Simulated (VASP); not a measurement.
# Nb (Im-3m) in VASP: a series of runs, part 2 of 2

VASP 6.6.1.

### 5 Single point, PBE

File INCAR:

```
SYSTEM = Nb
  PREC = Accurate
  ENCUT = 500
  EDIFF = 1E-6
  ISMEAR = 1
  SIGMA = 0.05
  LREAL = .FALSE.
  LASPH = .TRUE.
  NELM = 120
  ALGO = Normal
  ISIF = 2
  LWAVE = .FALSE.
  LCHARG = .TRUE.
  GGA = PE
  LELF = .TRUE.
  LVHAR = .TRUE.
  NBANDS = 12
  GGA_COMPAT = .FALSE.
```

File KPOINTS:

```
Automatic mesh
0
G
  9 9 9
  0 0 0
```

File POSCAR:

```
Nb
1.0
   -1.6639500000      1.6639500000      1.6639500000
    1.6639500000     -1.6639500000      1.6639500000
    1.6639500000      1.6639500000     -1.6639500000
Nb
1
Direct
    0.0000000000      0.0000000000      0.0000000000
```

Potentials or basis: VASP PAW PBE potentials, release 64 (Nb_sv).

Launch:

```bash
cat potpaw_PBE.64/Nb_sv/POTCAR > POTCAR
mpirun -np 1 vasp_std > vasp.out
```

OUTCAR:

```text
SYSTEM = Nb
   PREC = Accurate
   ENCUT = 500
   EDIFF = 1E-6
   ISMEAR = 1
   LREAL = .FALSE.
   LASPH = .TRUE.
   NELM = 120
   ISIF = 2
   GGA = PE

 ion  position               nearest neighbor table
   1  0.000  0.000  0.000-

  LATTYP: Found a body centered cubic cell.
 ALAT       =     3.3279000000

  Lattice vectors:

 A1 = (  -1.6639500000,   1.6639500000,   1.6639500000)
 A2 = (   1.6639500000,  -1.6639500000,   1.6639500000)
 A3 = (   1.6639500000,   1.6639500000,  -1.6639500000)

Analysis of symmetry for initial positions (statically):
=====================================================================
 Subroutine PRICEL returns:
 Original cell was already a primitive cell.

 Routine SETGRP: Setting up the symmetry group for a
 body centered cubic supercell.

 Subroutine GETGRP returns: Found 48 space group operations
 (whereof 48 operations were pure point group operations)
 out of a pool of 48 trial point group operations.

The static configuration has the point symmetry O_h .

Analysis of symmetry for dynamics (positions and initial velocities):
=====================================================================
 Subroutine PRICEL returns:
 Original cell was already a primitive cell.

 Routine SETGRP: Setting up the symmetry group for a
 body centered cubic supercell.

 Subroutine GETGRP returns: Found 48 space group operations
 (whereof 48 operations were pure point group operations)
 out of a pool of 48 trial point group operations.

The dynamic configuration has the point symmetry O_h .

 Subroutine INISYM returns: Found 48 space group operations
 (whereof 48 operations are pure point group operations),
 and found     1 'primitive' translations

----------------------------------------------------------------------------------------

                                     Primitive cell

  volume of cell :      18.4281

  direct lattice vectors                    reciprocal lattice vectors
    -1.663950000  1.663950000  1.663950000     0.000000000  0.300489798  0.300489798
     1.663950000 -1.663950000  1.663950000     0.300489798  0.000000000  0.300489798
     1.663950000  1.663950000 -1.663950000     0.300489798  0.300489798  0.000000000

  length of vectors
     2.882045941  2.882045941  2.882045941     0.424956748  0.424956748  0.424956748

  position of ions in fractional coordinates (direct lattice)
     0.000000000  0.000000000  0.000000000

  ion indices of the primitive-cell ions
   primitive index   ion index
                 1           1

----------------------------------------------------------------------------------------

 KPOINTS: Automatic mesh

Automatic generation of k-mesh.
 Grid dimensions read from file:
 generate k-points for:    9    9    9

 Generating k-lattice:

  Cartesian coordinates                     Fractional coordinates (reciprocal lattice)
     0.000000000  0.033387755  0.033387755     0.111111111  0.000000000  0.000000000
     0.033387755  0.000000000  0.033387755     0.000000000  0.111111111  0.000000000
     0.033387755  0.033387755  0.000000000     0.000000000  0.000000000  0.111111111

  Length of vectors
     0.047217416  0.047217416  0.047217416

  Shift w.r.t. Gamma in fractional coordinates (k-lattice)
     0.000000000  0.000000000  0.000000000

 Subroutine IBZKPT returns following result:
 ===========================================

 Found     35 irreducible k-points:

 Following reciprocal coordinates:
            Coordinates               Weight
  0.000000  0.000000  0.000000      1.000000
  0.111111  0.000000  0.000000     12.000000
  0.222222  0.000000  0.000000     12.000000
  0.333333  0.000000  0.000000     12.000000
  0.444444  0.000000  0.000000     12.000000
  0.111111  0.111111  0.000000     24.000000
[... 16 lines left out ...]
 -0.333333  0.444444  0.111111     48.000000
 -0.444444 -0.444444  0.111111     24.000000
 [... further k-points ...]
   k-points           NKPTS =     35   k-points in BZ     NKDIM =     35   number of bands    NBANDS=     12
   number of dos      NEDOS =    301   number of ions     NIONS =      1
   total plane-waves  NPLWV =  13824
   dimension x,y,z NGX =    24 NGY =   24 NGZ =   24
   dimension x,y,z NGXF=    48 NGYF=   48 NGZF=   48
   ions per type =               1
   NGX,Y,Z   is equivalent  to a cutoff of  13.84, 13.84, 13.84 a.u.
   NGXF,Y,Z  is equivalent  to a cutoff of  27.69, 27.69, 27.69 a.u.
 SYSTEM =  Nb
   PREC   = accura    normal or accurate (medium, high low for compatibility)
   ISTART =      0    job   : 0-new  1-cont  2-samecut
   ICHARG =      2    charge: 1-file 2-atom 10-const
   ISPIN  =      1    spin polarized calculation?
   LNONCOLLINEAR =      F non collinear calculations
   LSORBIT =      F    spin-orbit coupling
   LASPH  =      T    aspherical Exc in radial PAW
   ENCUT  =  500.0 eV  36.75 Ry    6.06 a.u.   5.25  5.25  5.25*2*pi/ulx,y,z
   NELM   =    120;   NELMIN=  2; NELMDL= -5     # of ELM steps
   EDIFF  = 0.1E-05   stopping-criterion for ELM
   LREAL  =      F    real-space projection
   EDIFFG = 0.1E-04   stopping-criterion for IOM
   NSW    =      0    number of steps for IOM
   IBRION =     -1    ionic relax: 0-MD 1-quasi-New 2-CG
   NFREE  =      0    steps in history (QN), initial steepest desc. (CG)
   ISIF   =      2    stress and relaxation
   ISYM   =      2    0-nonsym 1-usesym 2-fastsym
   POTIM  = 0.5000    time-step for ionic-motion
   TEBEG  =    0.0;   TEEND  =   0.0 temperature during run
   PSTRESS=    0.0 pullay stress
   NELECT =      13.0000    total number of electrons
   NUPDOWN=      -1.0000    fix difference up-down
   EMIN   =  10.00;   EMAX   =-10.00  energy-range for DOS
   EFERMI =   0.00;   METHOD = LEGACY
   ISMEAR =     1;   SIGMA  =   0.05  broadening in eV -4-tet -1-fermi 0-gaus
   EFERMI_NEDOS =   21; number of points for ismear=-14 and -15
   IALGO  =     38    algorithm
   IMIX   =      4    mixing-type and parameters
     AMIX     =   0.40;   BMIX     =  1.00
     AMIX_MAG =   1.60;   BMIX_MAG =  1.00
  volume/ion in A,a.u.               =      18.43       124.36
  Fermi-wavevector in a.u.,A,eV,Ry     =   1.457345  2.753983 28.896790  2.123854
  Thomas-Fermi vector in A             =   2.574157
   LORBIT       =      0    0 simple, 1 ext, 2 COOP (PROOUT), +10 PAW based schemes
   GGA     = PE    functional components
   LHFCALC =     F    Hartree Fock is set to
   AEXX    =    0.0000 exact exchange contribution
   IVDW    =     0    specifies the selected vdW correction
   LEPSILON=     F    determine dielectric tensor
   LRPA    =     F    only Hartree local field effects (RPA)
 non-spin polarized calculation
 Methfessel and Paxton  Order N= 1 SIGMA  =   0.05
  energy-cutoff  :      500.00
  volume of cell :       18.43
 maximum number of plane-waves:       477
 NGX is ok and might be reduce to    24
   NGX = 11   NGY = 11   NGZ = 11

 number of electron      12.9999999 magnetization

 Free energy of the ion-electron system (eV)
  ---------------------------------------------------
  ext. energy  EPLUGINS =         0.00000000
  ---------------------------------------------------
  free energy    TOTEN  =       -10.22031596 eV

  energy without entropy =      -10.21930971  energy(sigma->0) =      -10.21998054

 E-fermi :  10.8390     XC(G=0): -12.3823

 val. band max:       10.8242730569   @ k =   0.3333   0.2222   0.0000
 cond. band min:      10.8630165196   @ k =  -0.2222   0.3333   0.1111
 fundamental gap:      0.0387434627
 Fermi energy:        10.8389721079

 k-point     1 :       0.0000    0.0000    0.0000
  band No.  band energies     occupation
      1     -43.5325      2.00000
      2     -18.8774      2.00000
      3     -18.8774      2.00000
      4     -18.8774      2.00000
      5       4.9632      2.00000
      6      11.2370     -0.00000
      7      11.2370     -0.00000
      8      11.2370     -0.00000
      9      14.0716      0.00000
     10      14.0716      0.00000
     11      25.0199      0.00000
     12      25.0199      0.00000
[... 331 lines left out ...]
 k-point    24 :      -0.4444   -0.4444    0.1111
  band No.  band energies     occupation
      1     -43.2705      2.00000
      2     -20.0089      2.00000
      3     -19.4722      2.00000
      4     -19.0774      2.00000
      5       8.1883      2.00000
      6      10.0537      2.00000
      7      10.4082      2.00000
      8      13.1148      0.00000
      9      15.8644      0.00000
     10      18.6469      0.00000
     11      21.7931      0.00000
     12      24.4506      0.00000

 [... further k-points ...]

------------------------ aborting loop because EDIFF is reached ----------------------------------------

  FORCE on cell =-STRESS in cart. coord.  units (eV):
  Direction    XX          YY          ZZ          XY          YZ          ZX
  --------------------------------------------------------------------------------------
  -------------------------------------------------------------------------------------
  Total       -0.3764220     -0.3764220     -0.3764220      0.0000000      0.0000000      0.0000000
  in kB      -32.7268939    -32.7268939    -32.7268939      0.0000000      0.0000000      0.0000000
  external PRESSURE =     -32.7268939 kB  Pullay stress =       0.0000000 kB

 VOLUME and BASIS-vectors are now :
 -----------------------------------------------------------------------------
  energy-cutoff  :      500.00
  volume of cell :       18.43
      direct lattice vectors                 reciprocal lattice vectors
    -1.663950000  1.663950000  1.663950000     0.000000000  0.300489798  0.300489798
     1.663950000 -1.663950000  1.663950000     0.300489798  0.000000000  0.300489798
     1.663950000  1.663950000 -1.663950000     0.300489798  0.300489798  0.000000000

 POSITION                                       TOTAL-FORCE (eV/Angst)
 -----------------------------------------------------------------------------------
      0.00000      0.00000      0.00000         0.000000     -0.000000     -0.000000
 -----------------------------------------------------------------------------------
    total drift:                                0.000000      0.000000      0.000000

  FREE ENERGIE OF THE ION-ELECTRON SYSTEM (eV)
  ---------------------------------------------------
  free  energy   TOTEN  =       -10.2203159598 eV

  energy  without entropy=      -10.2193097125  energy(sigma->0) =      -10.21998054
```

stdout:

```text
POSCAR found type information on POSCAR Nb
 POSCAR found :  1 types and       1 ions
 scaLAPACK will be used
 LDA part: xc-table for (Slater+PW92), standard interpolation
 POSCAR, INCAR and KPOINTS ok, starting setup
 FFT: planning ... GRIDC
 FFT: planning ... GRID_SOFT
 FFT: planning ... GRID
 WAVECAR not read
 entering main loop
```

It took 3.6 s on 1 thread of Intel Xeon 6975P-C (Granite Rapids), shared host; peak memory 0.13 GiB.

What came out:

| Item | Value |
| --- | --- |
| Free energy | -10.2203 eV |
| Pressure | -3.3 GPa |

### 6 Overview

```csv
level,spin,k mesh,smearing,gap on the mesh (eV),pressure (GPa)
PBE,"non-collinear, zero start, SOC",8 × 8 × 8,fermi-dirac 0.05 eV,-,-2.7
PBE,off,8 × 8 × 8,fermi-dirac 0.05 eV,none,-2.7
PBEsol,off,8 × 8 × 8,fermi-dirac 0.05 eV,none,-8.5
PBE,off,9 × 9 × 9,methfessel-paxton 0.05 eV,none,-3.3
```

Alike in all rows: task single point; potentials or basis VASP PAW PBE potentials, release 64 (Nb_sv); cell as given; cutoff (eV) 500.

Every run on the cell as given and a fine mesh finds a metal. The pressure there spans -8.5 GPa (PBEsol) to -2.7 GPa (PBE); a positive pressure means that this level wants a larger cell, a negative one a smaller.

Caveats: the PAW data sets were made with another functional, which shifts forces and pressure a little (some runs).

Absolute energies hang on the potentials; compare differences alone.
